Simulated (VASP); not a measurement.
Here is a VASP 6.6.1 calculation.

INCAR

```
SYSTEM = W
PREC = Accurate
ENCUT = 520
EDIFF = 1E-6
ISMEAR = -1
SIGMA = 0.1
LREAL = .FALSE.
LASPH = .TRUE.
NELM = 60
ALGO = Normal
ISIF = 2
LWAVE = .FALSE.
LCHARG = .TRUE.
LELF = .TRUE.
LVHAR = .TRUE.
NBANDS = 21
```

KPOINTS

```
regular mesh
0
G
  16 16 16
  0 0 0
```

The input POSCAR:

```
W
1.0
    0.0000000000      2.8560465563      2.8560465563
    2.8560465563      0.0000000000      2.8560465563
    2.8560465563      2.8560465563      0.0000000000
W
2
Direct
    0.1250000000      0.1250000000      0.1250000000
    0.8750000000      0.8750000000      0.8750000000
```

Potentials or basis: VASP PAW LDA potentials, release 64 (W_sv).

Command:

```bash
$ cat potpaw_LDA.64/W_sv/POTCAR > POTCAR
$ mpirun -np 1 vasp_std > vasp.out
```

Question: Estimate the band gap on the k mesh.

Answer: Zero (bands 14 and 15 overlap by 0.86 eV).

Question: What does it give for the pressure?

Answer: 1.2 GPa.

Caveat: spin-orbit coupling is left out, which moves the levels of the heavy elements.
